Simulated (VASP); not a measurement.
Write the native input for VASP 6.6.1 that does the following.

| Item | Value |
| --- | --- |
| Task | single point |
| Functional | r2SCAN |
| Potentials or basis | VASP PAW PBE potentials, release 64 (Na_pv, H) |
| Cutoff | 520 eV |
| k mesh | 8 × 8 × 8 |
| Occupations | gaussian, width 0.01 eV |
| Spin | no spin polarisation |
| Dipole correction | no |
| Further INCAR settings | ALGO = Normal; EDIFF = 1e-06; NBANDS = 11 |

The system is NaH.

```
Na H
1.0
     0.00000    2.39751    2.39751
     2.39751    0.00000    2.39751
     2.39751    2.39751    0.00000
Na H
1 1
Cartesian
  0.0000 0.0000 0.0000
  2.3975 2.3975 2.3975
```

The input as run:

POSCAR

```
NaH
1.0
    0.0000000000      2.3975116427      2.3975116427
    2.3975116427      0.0000000000      2.3975116427
    2.3975116427      2.3975116427      0.0000000000
Na H
1 1
Direct
    0.0000000000      0.0000000000      0.0000000000
    0.5000000000      0.5000000000      0.5000000000
```

INCAR.step1

```
PREC = Accurate
ENCUT = 520
ISMEAR = 0
SIGMA = 0.01
LREAL = False
LASPH = True
NELM = 100
NBANDS = 11
GGA = PE
ALGO = Normal
EDIFF = 1E-4
LWAVE = True
LCHARG = False
```

INCAR.step2

```
PREC = Accurate
ENCUT = 520
EDIFF = 1E-6
ISMEAR = 0
SIGMA = 0.01
LREAL = False
LASPH = True
NELM = 100
ALGO = Normal
ISIF = 2
LWAVE = False
LCHARG = False
METAGGA = R2SCAN
LMIXTAU = True
NBANDS = 11
ISTART = 1
```

KPOINTS

```
Automatic mesh
0
Gamma
  8 8 8
```

Potentials or basis: VASP PAW PBE potentials, release 64 (Na_pv, H).

The run is started by

```sh
$ cat potpaw_PBE.64/Na_pv/POTCAR potpaw_PBE.64/H/POTCAR > POTCAR
$ cp INCAR.step1 INCAR
$ mpirun -np 1 vasp_std > vasp.out
$ cp INCAR.step2 INCAR
$ mpirun -np 1 vasp_std > vasp.out
```

Results of the run:

The pressure is -0.3 GPa. The band gap on the k mesh is 4.41 eV (least direct gap 5.26 eV).

Caveat: the PAW data sets were made with another functional, which shifts forces and pressure a little.

It took 40 s on 1 thread of Intel(R) Xeon(R) Platinum 8488C (Sapphire Rapids) (shared host), peak memory 0.16 GiB.
